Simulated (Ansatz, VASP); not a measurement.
**Sb in VASP and in Ansatz**

File INCAR:

```
  PREC = Accurate
  ENCUT = 520
  EDIFF = 1E-6
  ISMEAR = 0
  SIGMA = 0.1
  LREAL = F
  LASPH = T
  NELM = 60
  ALGO = Normal
  ISIF = 2
  LWAVE = F
  LCHARG = F
  LDIPOL = T
  IDIPOL = 3
  DIPOL = 0.5 0.5 0.500
  NBANDS = 42
```

The input KPOINTS:

```
regular mesh
0
Gamma
  8 6 1
```

File POSCAR:

```
Sb
1.0
    4.4169634005      0.0000000000      0.0000000000
    0.2429506900      6.1552418328      0.0000000000
    0.0000000000      0.0000000000     25.7344251639
Sb
12
Direct
    0.9717538069      0.2358769035      0.2914384119
    0.0282461931      0.7641230965      0.2914384119
    0.4717538069      0.7358769035      0.3748630471
    0.5282461931      0.2641230965      0.3748630471
    0.9717538069      0.2358769035      0.4582876824
    0.0282461931      0.7641230965      0.4582876824
    0.4717538069      0.7358769035      0.5417123176
    0.5282461931      0.2641230965      0.5417123176
    0.9717538069      0.2358769035      0.6251369529
    0.0282461931      0.7641230965      0.6251369529
    0.4717538069      0.7358769035      0.7085615881
    0.5282461931      0.2641230965      0.7085615881
```

Input for Ansatz:

```yaml
crystal:
  lattice:
    - [4.4169634005, 0.0, 0.0]
    - [0.24295069, 6.1552418328, 0.0]
    - [0.0, 0.0, 25.7344251639]
  atoms:
    - { symbol: Sb, position: [0.9717538069, 0.2358769035, 0.2914384119] }
    - { symbol: Sb, position: [0.0282461931, 0.7641230965, 0.2914384119] }
    - { symbol: Sb, position: [0.4717538069, 0.7358769035, 0.3748630471] }
    - { symbol: Sb, position: [0.5282461931, 0.2641230965, 0.3748630471] }
    - { symbol: Sb, position: [0.9717538069, 0.2358769035, 0.4582876824] }
    - { symbol: Sb, position: [0.0282461931, 0.7641230965, 0.4582876824] }
    - { symbol: Sb, position: [0.4717538069, 0.7358769035, 0.5417123176] }
    - { symbol: Sb, position: [0.5282461931, 0.2641230965, 0.5417123176] }
    - { symbol: Sb, position: [0.9717538069, 0.2358769035, 0.6251369529] }
    - { symbol: Sb, position: [0.0282461931, 0.7641230965, 0.6251369529] }
    - { symbol: Sb, position: [0.4717538069, 0.7358769035, 0.7085615881] }
    - { symbol: Sb, position: [0.5282461931, 0.2641230965, 0.7085615881] }
basis:
  ecutwfc: 420
kpoints:
  mp_grid: { grid: [8, 6, 1] }
hamiltonian:
  xc: lda
scf:
  occupations: { method: gaussian, width: 0.1 }
output:
  forces: true
  stress: true
  eigenvalues: true
  write_density: true
  write_potential: true
  elf: true
  volumetric_format: npy
efield:
  axis: 3
  dipole_correction: true
  ramp_width: 0.04
```

Alike in both runs: task single point; functional LDA; k mesh 8 × 6 × 1; occupations gaussian, width 0.1 eV; no spin polarisation.

|  | VASP | Ansatz |
| --- | --- | --- |
| version | VASP 6.6.1 | Ansatz 0.2.0 |
| potentials or method | VASP PAW LDA potentials, release 64 (Sb), cutoff 520 eV | scalar-relativistic, plane waves, PAW |
| valence electrons in the cell | 60 | 180 |

Ansatz gave:

```
gap on the k mesh at the Fermi level (eV) : none
rms of the force components (eV/Å)        : 0.394
```

Problem. Which values does VASP return?

Solution. gap on the k mesh at the Fermi level (eV): none; rms of the force components (eV/Å): 0.391.

LDA's correlation is that of Perdew and Zunger in VASP and of Perdew and Wang (1992) in Ansatz. Atom by atom the forces differ by 0.029 eV/Å (rms over components). A gap of «none» marks a metal or a gap that the smearing closes. VASP's potentials hold 60 valence electrons a cell and Ansatz's 180, so a difference there can come from the potentials and not from the codes. Ansatz's warnings: xc potential rough in thin density.

Neither program's run includes spin-orbit coupling.
